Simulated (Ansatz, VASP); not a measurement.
Two plane-wave programs on SnO

```
Sn O
1.0
     2.54903   -2.91609    0.00000
     2.54903    2.91609    0.00000
     0.00000    0.00000   11.33809
Sn O
4 4
Direct
  0.99992 0.00008 0.98186
  0.00008 0.99992 0.48186
  0.50008 0.49992 0.27514
  0.49992 0.50008 0.77514
  0.00011 0.49990 0.37850
  0.99989 0.50010 0.87850
  0.50010 0.99989 0.37850
  0.49990 0.00011 0.87850
```

Change from the starting cell: volume scaled by 1.06, ions relaxed.

Alike in both runs: functional PBE; k mesh 8 × 8 × 3; occupations fermi-dirac, width 0.02 eV; no spin polarisation.

Ansatz relaxed the structure, and its values are those at the end. VASP's run is a single point on that final structure, the one shown.

```csv
,VASP,Ansatz
version,VASP 6.6.1,Ansatz 0.2.0
potentials or method,"VASP PAW PBE potentials, release 64 (Sn_d, O)","plane-wave PAW, scalar-relativistic"
plane-wave cutoff (eV),520,420
valence electrons in the cell,80,80
```

|  | VASP | Ansatz | Ansatz less VASP |
| --- | --- | --- | --- |
| gap on the k mesh at the Fermi level (eV) | 1.09 | 1.09 | -0.002 |
| pressure (GPa) | 0.1 | -0.1 | -0.14 |
| rms of the force components (eV/Å) | 0.031 | 0.001 | -0.0293 |

The functional is the same, so the differences come from potentials, cutoffs and numerics. Ansatz's warnings: stress scf threshold loose.
